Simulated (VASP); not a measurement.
Nb3WC4:

```
CELL_PARAMETERS angstrom
-0.11576 -0.01923 3.11638
3.15150 -4.46009 -0.08870
3.19168 4.48852 -0.14315
ATOMIC_POSITIONS crystal
Nb 0.53821 0.99171 0.50764
Nb 0.49317 0.49853 0.98886
Nb 0.97337 0.01021 0.99875
W 0.98340 0.50746 0.50213
C 0.98443 0.24775 0.75614
C 0.51216 0.74007 0.75121
C 0.50695 0.26294 0.25650
C 0.00831 0.74134 0.23877
```

```yaml
Program: VASP 6.6.1
Task: relaxation of cell and atoms
Functional: PBE
Potentials_or_basis: VASP PAW PBE potentials, release 64 (Nb_sv, W_sv, C)
Cutoff: 600 eV
k_mesh: 8 × 4 × 4
Occupations: gaussian, width 0.2 eV
Spin: no spin polarisation
```

At the start: pressure 5.3 GPa; volume 11.04 Å³/atom.

Q: Where does the relaxation end?

A: Over 18 steps the energy falls by 93.9 meV/atom and the volume is 11.05 Å³/atom (+0.1 %); space group P1 (No. 1, to 0.1 Å) before, Amm2 (No. 38, to 0.1 Å).

The path:
```tsv
step	energy change (eV)	largest force (eV/Å)	pressure (GPa)	volume (Å³)
1	0.0000	1.9397	5.33	88.32
2	-0.2947	0.9134	-11.25	92.67
3	-0.5713	0.7619	-6.93	90.77
4	-0.6063	0.6279	10.36	85.87
5	-0.6813	0.5738	2.00	88.02
6	-0.7322	0.1948	0.14	88.42
7	-0.7322	0.1942	0.14	88.42
8	-0.7389	0.1580	-0.39	88.55
9	-0.7412	0.1422	-0.89	88.68
10	-0.7448	0.1221	0.45	88.30
11	-0.7450	0.1168	0.87	88.18
12	-0.7485	0.0933	0.44	88.30
13	-0.7497	0.0747	0.02	88.42
14	-0.7508	0.0450	-0.13	88.46
15	-0.7510	0.0439	-0.21	88.49
16	-0.7513	0.0342	0.23	88.37
17	-0.7513	0.0337	0.24	88.36
18	-0.7515	0.0214	0.03	88.42
```

Final structure:
```
Nb W C
1.0
    -0.00085   -0.00011    3.15587
     3.15397   -4.44237    0.00010
     3.15314    4.44206    0.00006
Nb W C
3 1 4
Direct
  0.49983 0.99829 0.50153
  0.49942 0.50140 0.99847
  0.99851 0.00682 0.00869
  0.00248 0.49363 0.49145
  0.99948 0.25220 0.74780
  0.50028 0.74520 0.74516
  0.50028 0.25444 0.25465
  0.99972 0.74803 0.25224
```
